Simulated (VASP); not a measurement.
Crystal: Sc.

```
Sc
1.0
    -1.84207    1.84207    1.84207
     1.84207   -1.84207    1.84207
     1.84207    1.84207   -1.84207
Sc
1
Cartesian
  0.0000 0.0000 0.0000
```

```yaml
Program: VASP 6.6.1
Task: relaxation of cell and atoms
Functional: RPBE
Potentials_or_basis: VASP PAW PBE potentials, release 64 (Sc_sv)
Cutoff: 500 eV
k_mesh: 12 × 12 × 12
Occupations: fermi-dirac, width 0.1 eV
Spin: no spin polarisation
```

At the start: pressure 1.9 GPa; volume 25.00 Å³/atom.

**Question.** Where does the relaxation end?

**Answer.** Over 3 steps the energy falls by 5.6 meV/atom and the volume is 25.94 Å³/atom (+3.8 %); space group Im-3m (No. 229, to 0.05 Å).

Step by step:
```
step  energy change (eV)  largest force (eV/Å)  pressure (GPa)  volume (Å³)
   1              0.0000                0.0000            1.94        25.00
   2             -0.0054                0.0000           -0.33        26.11
   3             -0.0056                0.0000            0.01        25.94
```

Final structure:
```
Sc
1.0
    -1.86483    1.86483    1.86483
     1.86483   -1.86483    1.86483
     1.86483    1.86483   -1.86483
Sc
1
Direct
  0.00000 0.00000 0.00000
```

Caveat: the PAW data sets were made with another functional, which shifts forces and pressure a little.
